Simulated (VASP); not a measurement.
# Ge in VASP: further runs, part 2 of 2

VASP 6.6.1. The steps go on from the part before.

## (3) Single point, PBEsol

File INCAR:

```
SYSTEM = Ge
ALGO     = Normal         ! electronic algorithm
EDIFF    = 1E-7           ! SCF threshold, eV
ENCUT    = 520            ! plane-wave cutoff, eV
GGA      = PS             ! functional
ISIF     = 2              ! what is computed and relaxed
ISMEAR   = -1             ! smearing method
LASPH    = .True.         ! aspherical terms in the spheres
LCHARG   = .False.        ! write CHGCAR
LREAL    = .False.        ! projectors in reciprocal space
LWAVE    = .False.        ! write WAVECAR
NBANDS   = 21             ! bands
NELM     = 60             ! most SCF steps
PREC     = Accurate       ! precision mode
SIGMA    = 0.02           ! smearing width, eV
```

File KPOINTS:

```
k-points
0
Gamma
  6 6 6
  0 0 0
```

File POSCAR:

```
Ge
1.0
    0.0000000000      2.8006209000      2.8863483318
    2.8006209000      0.0000000000      2.8863483318
    2.8006209000      2.8006209000      0.0000000000
Ge
2
Direct
    0.0000000000      0.0000000000      0.0000000000
    0.2500000000      0.2500000000      0.2500000000
```

Potentials or basis: VASP PAW PBE potentials, release 64 (Ge_d).

Started as:

```console
$ cat potpaw_PBE.64/Ge_d/POTCAR > POTCAR
$ mpirun -np 1 vasp_std > vasp.out
```

OUTCAR:

```text
SYSTEM = Ge
   EDIFF = 1E-7
   ENCUT = 520
   GGA = PS
   ISIF = 2
   ISMEAR = -1
   LASPH = .True.
   LREAL = .False.
   NELM = 60
   PREC = Accurate

 ion  position               nearest neighbor table
   1  0.000  0.000  0.000-   2 2.45   2 2.45   2 2.45   2 2.45
   2  0.250  0.250  0.250-   1 2.45   1 2.45   1 2.45   1 2.45

  LATTYP: Found a body centered tetragonal cell.
 ALAT       =     3.9606760598
 C/A-ratio  =     1.4575028547

  Lattice vectors:

 A1 = (  -2.8006209000,   0.0000000000,   2.8863483318)
 A2 = (   2.8006209000,   0.0000000000,   2.8863483318)
 A3 = (   0.0000000000,   2.8006209000,  -2.8863483318)

Analysis of symmetry for initial positions (statically):
=====================================================================
 Subroutine PRICEL returns:
 Original cell was already a primitive cell.

 Routine SETGRP: Setting up the symmetry group for a
 body centered tetragonal supercell.

 Subroutine GETGRP returns: Found 16 space group operations
 (whereof  8 operations were pure point group operations)
 out of a pool of 16 trial point group operations.

The static configuration has the point symmetry D_2d.
 The point group associated with its full space group is D_4h.
[... 159 lines left out ...]

  energy without entropy =       -9.82052452  energy(sigma->0) =       -9.82077513

 E-fermi :   4.9339     XC(G=0): -10.1237

 val. band max:        4.8572038628   @ k =   0.0000   0.0000   0.0000
 cond. band min:       4.9523044861   @ k =   0.0000   0.0000   0.0000
 fundamental gap:      0.0951006233
 Fermi energy:         4.9339325328

 k-point     1 :       0.0000    0.0000    0.0000
  band No.  band energies     occupation
      1     -19.8893      2.00000
      2     -19.8893      2.00000
      3     -19.8824      2.00000
      4     -19.8517      2.00000
      5     -19.8494      2.00000
      6     -19.6475      2.00000
[... 565 lines left out ...]
     20      16.4864      0.00000
     21      16.8537      0.00000

 [... further k-points ...]

------------------------ aborting loop because EDIFF is reached ----------------------------------------

  FORCE on cell =-STRESS in cart. coord.  units (eV):
  Direction    XX          YY          ZZ          XY          YZ          ZX
  --------------------------------------------------------------------------------------
  -------------------------------------------------------------------------------------
  Total        0.4000282      0.4000282     -0.2082326      0.0000000      0.0000000      0.0000000
  in kB       14.1551271     14.1551271     -7.3683793      0.0000000      0.0000000      0.0000000
  external PRESSURE =       6.9806250 kB  Pullay stress =       0.0000000 kB

 VOLUME and BASIS-vectors are now :
 -----------------------------------------------------------------------------
  energy-cutoff  :      520.00
  volume of cell :       45.28
      direct lattice vectors                 reciprocal lattice vectors
     0.000000000  2.800620900  2.886348332    -0.178531839  0.178531839  0.173229265
     2.800620900  0.000000000  2.886348332     0.178531839 -0.178531839  0.173229265
     2.800620900  2.800620900  0.000000000     0.178531839  0.178531839 -0.173229265

 POSITION                                       TOTAL-FORCE (eV/Angst)
 -----------------------------------------------------------------------------------
      0.00000      0.00000      0.00000        -0.000000     -0.000000      0.000000
      1.40031      1.40031      1.44317         0.000000      0.000000      0.000000
 -----------------------------------------------------------------------------------
    total drift:                                0.000000     -0.000000      0.000000

  FREE ENERGIE OF THE ION-ELECTRON SYSTEM (eV)
  ---------------------------------------------------
  free  energy   TOTEN  =        -9.8210257309 eV

  energy  without entropy=       -9.8205245203  energy(sigma->0) =       -9.82077513
```

stdout:

```text
POSCAR found type information on POSCAR Ge
 POSCAR found :  1 types and       2 ions
 scaLAPACK will be used
 -----------------------------------------------------------------------------
|                                                                             |
|                                                                             |
|     You enforced a specific xc type in the INCAR file but a different       |
|     I HOPE YOU KNOW WHAT YOU ARE DOING!                                     |
|                                                                             |
 -----------------------------------------------------------------------------

 LDA part: xc-table for (Slater+PW92), standard interpolation
 POSCAR, INCAR and KPOINTS ok, starting setup
 FFT: planning ... GRIDC
 FFT: planning ... GRID_SOFT
 FFT: planning ... GRID
 WAVECAR not read
 entering main loop
```

Wall time 12 s (1 thread of Intel Xeon 6975P-C (Granite Rapids), shared host); peak memory 0.17 GiB.

Results:

```yaml
Free_energy: -9.8210 eV
Pressure: 0.7 GPa
Band_gap_on_the_k_mesh: zero (filled and empty bands touch)
```

Stress tensor (GPa, compression positive):
```
 1.42  0.00  0.00
 0.00  1.42  0.00
 0.00  0.00 -0.74
```

Caveat: the PAW data sets were made with another functional, which shifts forces and pressure a little.

## (4) Single point, PBEsol

File INCAR:

```
SYSTEM = Ge
PREC = Accurate
ENCUT = 520
EDIFF = 1E-6
ISMEAR = -1
SIGMA = 0.02
LREAL = .FALSE.
LASPH = .TRUE.
NELM = 100
ALGO = Normal
ISIF = 2
LWAVE = .FALSE.
LCHARG = .FALSE.
GGA = PS
NBANDS = 21
```

File KPOINTS:

```
regular mesh
0
G
  6 6 6
  0 0 0
```

File POSCAR:

```
Ge
1.0
    0.0000000000      2.8100506000      2.8670093689
    2.8100506000      0.0000000000      2.8670093689
    2.8100506000      2.8100506000      0.0000000000
Ge
2
Direct
    0.0000000000      0.0000000000      0.0000000000
    0.2500000000      0.2500000000      0.2500000000
```

Started as:

```console
$ cat potpaw_PBE.64/Ge_d/POTCAR > POTCAR
$ mpirun -np 1 vasp_std > vasp.out
```

Run time: 12 s. Hardware: 1 thread of Intel Xeon 6975P-C (Granite Rapids), shared host; peak memory 0.17 GiB.

It converged, with:

```yaml
Free_energy: -9.8244 eV
Pressure: 0.7 GPa
Band_gap_on_the_k_mesh: zero (filled and empty bands touch)
```

Stress tensor (GPa, compression positive):
```
 1.15  0.00  0.00
 0.00  1.15  0.00
 0.00  0.00 -0.25
```

Levels at points of the mesh, in eV from the Fermi level:
| k point | band 12 | band 13 | band 14 | band 15 | band 16 | band 17 |
| --- | --- | --- | --- | --- | --- | --- |
| (0.00, 0.00, 0.00) | -0.15 | -0.06 | 0.00 | 0.00 | 2.45 | 2.45 |
| (0.50, 0.00, 0.00) | -7.68 | -1.55 | -1.37 | 0.06 | 3.60 | 3.72 |
| (0.50, 0.50, 0.00) | -9.02 | -3.04 | -3.04 | 0.72 | 0.72 | 9.43 |
| (0.50, 0.00, 0.50) | -8.92 | -3.18 | -3.18 | 0.56 | 0.56 | 9.42 |

Caveat: the PAW data sets were made with another functional, which shifts forces and pressure a little.

## (5) Single point, PBEsol

File INCAR:

```
PREC = Accurate
ENCUT = 520
EDIFF = 1E-7
ISMEAR = -1
SIGMA = 0.02
LREAL = False
LASPH = True
NELM = 60
ALGO = Normal
ISIF = 2
LWAVE = False
LCHARG = False
GGA = PS
NBANDS = 21
```

File KPOINTS:

```
Automatic mesh
0
Gamma
  6 6 6
```

File POSCAR:

```
Ge
1.0
    0.0000000000      2.8194803000      2.8478641179
    2.8194803000      0.0000000000      2.8478641179
    2.8194803000      2.8194803000      0.0000000000
Ge
2
Direct
    0.0000000000      0.0000000000      0.0000000000
    0.2500000000      0.2500000000      0.2500000000
```

Started as:

```console
$ cat potpaw_PBE.64/Ge_d/POTCAR > POTCAR
$ mpirun -np 1 vasp_std > vasp.out
```

Wall time 12 s (1 thread of Intel Xeon 6975P-C (Granite Rapids), shared host); peak memory 0.17 GiB.

Results (log left out):

| Property | Result |
| --- | --- |
| Free energy | -9.8264 eV |
| Pressure | 0.6 GPa |
| Band gap on the k mesh | zero (filled and empty bands touch) |

Stress tensor (GPa, compression positive):
```
0.84 0.00 0.00
0.00 0.84 0.00
0.00 0.00 0.20
```

Levels at points of the mesh, in eV from the Fermi level:
| k point | band 12 | band 13 | band 14 | band 15 | band 16 | band 17 |
| --- | --- | --- | --- | --- | --- | --- |
| (0.00, 0.00, 0.00) | -0.08 | -0.04 | 0.00 | 0.00 | 2.48 | 2.48 |
| (0.50, 0.00, 0.00) | -7.66 | -1.49 | -1.39 | 0.09 | 3.65 | 3.71 |
| (0.50, 0.50, 0.00) | -8.96 | -3.07 | -3.07 | 0.68 | 0.68 | 9.45 |
| (0.50, 0.00, 0.50) | -8.92 | -3.14 | -3.14 | 0.60 | 0.60 | 9.46 |

Caveat: the PAW data sets were made with another functional, which shifts forces and pressure a little.

## (6) Single point, PBEsol

File INCAR:

```
PREC = Accurate
ENCUT = 520
EDIFF = 1E-6
ISMEAR = -1
SIGMA = 0.02
LREAL = False
LASPH = True
NELM = 100
ALGO = Normal
ISIF = 2
LWAVE = False
LCHARG = True
GGA = PS
LELF = True
LVHAR = True
NBANDS = 21
```

File KPOINTS:

```
regular mesh
0
Gamma
  6 6 6
```

File POSCAR:

```
Ge
1.0
    0.0000000000      2.8383397000      2.8101444796
    2.8383397000      0.0000000000      2.8101444796
    2.8383397000      2.8383397000      0.0000000000
Ge
2
Direct
    0.0000000000      0.0000000000      0.0000000000
    0.2500000000      0.2500000000      0.2500000000
```

Potentials or basis: VASP PAW PBE potentials, release 64 (Ge_d).

Started as:

```console
$ cat potpaw_PBE.64/Ge_d/POTCAR > POTCAR
$ mpirun -np 1 vasp_std > vasp.out
```

Run time: 11 s. Hardware: 1 thread of Intel Xeon 6975P-C (Granite Rapids), shared host; peak memory 0.17 GiB.

It converged, with:

| Quantity | Value |
| --- | --- |
| Free energy | -9.8264 eV |
| Pressure | 0.3 GPa |
| Band gap on the k mesh | 0.06 eV, direct |

Stress tensor (GPa, compression positive):
```
0.10 0.00 0.00
0.00 0.10 0.00
0.00 0.00 0.66
```

Levels at points of the mesh, in eV from the valence-band top:
```
           k point  band 11  band 12  band 13  band 14  band 15  band 16  band 17  band 18
(0.00, 0.00, 0.00)   -12.79    -0.02    -0.02     0.00     0.06     2.50     2.55     2.55
(0.50, 0.00, 0.00)   -10.69    -7.62    -1.45    -1.36     0.13     3.68     3.75     6.97
(0.50, 0.50, 0.00)    -8.86    -8.86    -3.13    -3.13     0.62     0.62     9.50     9.50
(0.50, 0.00, 0.50)    -8.91    -8.91    -3.06    -3.06     0.69     0.69     9.49     9.49
```

Caveat: the PAW data sets were made with another functional, which shifts forces and pressure a little. A k mesh can miss the band edges.

## (7) The runs side by side

| cell | gap on the mesh (eV) | pressure (GPa) |
| --- | --- | --- |
| a = 4.001 Å, angles 60.0°, 2 atoms | none | 0.2 |
| a = 4.022, b = 4.022, c = 3.961 Å, angles 60.5, 60.5, 59.0°, 2 atoms | none | 0.7 |
| a = 4.014, b = 4.014, c = 3.974 Å, angles 60.3, 60.3, 59.3°, 2 atoms | none | 0.7 |
| a = 4.007, b = 4.007, c = 3.987 Å, angles 60.2, 60.2, 59.7°, 2 atoms | none | 0.6 |
| a = 3.994, b = 3.994, c = 4.014 Å, angles 59.8, 59.8, 60.3°, 2 atoms | 0.06 | 0.3 |

Alike in all rows: task single point; level PBEsol; potentials or basis VASP PAW PBE potentials, release 64 (Ge_d); no spin polarisation; k mesh 6 × 6 × 6; cutoff (eV) 520; smearing fermi-dirac 0.02 eV.

Caveats: the PAW data sets were made with another functional, which shifts forces and pressure a little.

Absolute energies hang on the potentials; compare differences alone.

## (8) Against experiment

Step 2. A measured gap of Ge is 0.744 eV (indirect; 0 K; “Temperature-dependent photoluminescence in Ge: experiment and theory”, 2020, arxiv:2003.00143); the calculated 0.00 eV misses it by -0.74 eV. 3 values of this kind are on record (0.666 to 0.807 eV); this one was drawn at random among those near their median. Spin-orbit coupling on Ge is left out. The value is that of PBEsol on a finite k mesh, which can miss the band edges, without temperature or zero-point motion. Semilocal functionals fall short of measured gaps as a rule.
